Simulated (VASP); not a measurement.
Set up this calculation in VASP 6.6.1, as the native input.

```yaml
Task: single point
Functional: PBE
Potentials_or_basis: VASP PAW PBE potentials, release 64 (Ni, Al)
Cutoff: 520 eV
k_mesh: 9 × 9 × 9
Occupations: gaussian, width 0.017 eV
Spin: collinear spin, ferromagnetic start
Starting_moments: "[1.0, 0.0] μB"
Dipole_correction: no
Further_INCAR_settings: ALGO = Fast; EDIFF = 1e-06; NBANDS = 18
```

The structure of AlNi lies in POSCAR:

```
AlNi
1.0
    2.8810000000      0.0000000000      0.0000000000
    0.0000000000      2.8810000000      0.0000000000
    0.0000000000      0.0000000000      2.8810000000
Ni Al
1 1
Direct
    0.5000000000      0.5000000000      0.5000000000
    0.0000000000      0.0000000000      0.0000000000
```

These files were run (other wordings do the same):

INCAR

```
ALGO = Fast ; EDIFF = 1E-6
ENCUT = 520 ; GGA = PE
ISIF = 2 ; ISMEAR = 0
ISPIN = 2 ; LASPH = T
LCHARG = F ; LMAXMIX = 4
LORBIT = 11 ; LREAL = F
LWAVE = F ; MAGMOM = 1 0
NBANDS = 18 ; NELM = 150
PREC = Accurate ; SIGMA = 0.017
```

KPOINTS

```
k-points
0
Gamma
  9 9 9
```

Potentials or basis: VASP PAW PBE potentials, release 64 (Ni, Al).

Launch:

```bash
$ cat potpaw_PBE.64/Ni/POTCAR potpaw_PBE.64/Al/POTCAR > POTCAR
$ mpirun -np 1 vasp_std > vasp.out
```

Results of the run:

The pressure is 1.9 GPa. The net moment is 0.00 μB per cell. The valence electrons inside the program's atomic spheres are Ni 9.46; Al 0.80.

It took 16 s on 1 thread of Intel(R) Xeon(R) Platinum 8375C CPU @ 2.90GHz (Ice Lake), with other jobs on the host, peak memory 0.16 GiB.
